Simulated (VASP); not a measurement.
Here is a VASP 6.6.1 calculation.

INCAR

```
ALGO     = Normal         # electronic algorithm
EDIFF    = 1E-6           # SCF threshold, eV
EDIFFG   = -0.01          # ionic threshold
ENCUT    = 600            # plane-wave cutoff, eV
GGA      = PS             # functional
IBRION   = 2              # ionic algorithm
ISIF     = 3              # what is computed and relaxed
ISMEAR   = 0              # smearing method
LASPH    = T              # aspherical terms in the spheres
LCHARG   = F              # write CHGCAR
LREAL    = F              # projectors in reciprocal space
LWAVE    = F              # write WAVECAR
NELM     = 80             # most SCF steps
NSW      = 80             # ionic steps
PREC     = Accurate       # precision mode
SIGMA    = 0.05           # smearing width, eV
```

KPOINTS

```
k-points
0
Gamma
  12 12 8
```

The input POSCAR:

```
AlN
1.0
    3.1412138133      0.0000000000      0.0000000000
   -1.5706069067      2.7203709610      0.0000000000
    0.0000000000      0.0000000000      5.0263425099
Al N
2 2
Direct
    0.3333333333      0.6666666667      0.0000000000
    0.6666666667      0.3333333333      0.5000000000
    0.3333333333      0.6666666667      0.3850000000
    0.6666666667      0.3333333333      0.8850000000
```

Potentials or basis: VASP PAW PBE potentials, release 64 (Al, N).

The run is started by

```console
$ cat potpaw_PBE.64/Al/POTCAR potpaw_PBE.64/N/POTCAR > POTCAR
$ mpirun -np 1 vasp_std > vasp.out
```

Problem. Estimate the relaxed volume.

Solution. 10.46 Å³/atom.

Problem. Estimate the band gap on the k mesh.

Solution. 4.11 eV.

Step by step:
```csv
step,energy change (eV),largest force (eV/Å),pressure (GPa),volume (Å³)
1,0.0000,0.1761,-5.25,42.95
2,-0.0049,0.0970,5.16,40.80
3,-0.0214,0.0455,0.07,41.79
4,-0.0214,0.0430,0.19,41.76
5,-0.0216,0.0040,0.06,41.79
6,-0.0216,0.0055,0.06,41.79
7,-0.0217,0.0022,-0.09,41.83
```

Caveat: the PAW data sets were made with another functional, which shifts forces and pressure a little. As with any semilocal functional, this PBEsol gap is likely too small.
